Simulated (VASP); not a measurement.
Write the native input for VASP 6.6.1 that does the following.

- Task: single point
- Functional: PBE
- Potentials or basis: VASP PAW PBE potentials, release 64 (Zn, S)
- Cutoff: 520 eV
- k mesh: 14 × 14 × 14
- Occupations: fermi-dirac, width 0.02 eV
- Spin: no spin polarisation
- Dipole correction: no
- Further INCAR settings: ALGO = Normal; EDIFF = 1e-06; NBANDS = 16

The structure of ZnS (Sphalerite) lies in POSCAR:

```
ZnS
1.0
    0.0000000000      2.7072500000      2.7072500000
    2.7072500000      0.0000000000      2.7072500000
    2.7072500000      2.7072500000      0.0000000000
Zn S
1 1
Direct
    0.0000000000      0.0000000000      0.0000000000
    0.2500000000      0.2500000000      0.2500000000
```

The input as run:

INCAR

```
SYSTEM = ZnS
PREC = Accurate ; ENCUT = 520
EDIFF = 1E-6 ; ISMEAR = -1
SIGMA = 0.02 ; LREAL = .FALSE.
LASPH = .TRUE. ; NELM = 80
ALGO = Normal ; ISIF = 2
LWAVE = .FALSE. ; LCHARG = .FALSE.
GGA = PE ; NBANDS = 16
```

KPOINTS

```
Automatic mesh
0
G
  14 14 14
  0 0 0
```

Potentials or basis: VASP PAW PBE potentials, release 64 (Zn, S).

Command:

```bash
$ cat potpaw_PBE.64/Zn/POTCAR potpaw_PBE.64/S/POTCAR > POTCAR
$ mpirun -np 1 vasp_std > vasp.out
```

It gave:

```
Pressure               : 1.3 GPa
Band gap on the k mesh : 2.09 eV, direct
```

It took 95 s on 1 thread of AMD EPYC 7R13 (shared host), peak memory 0.17 GiB.
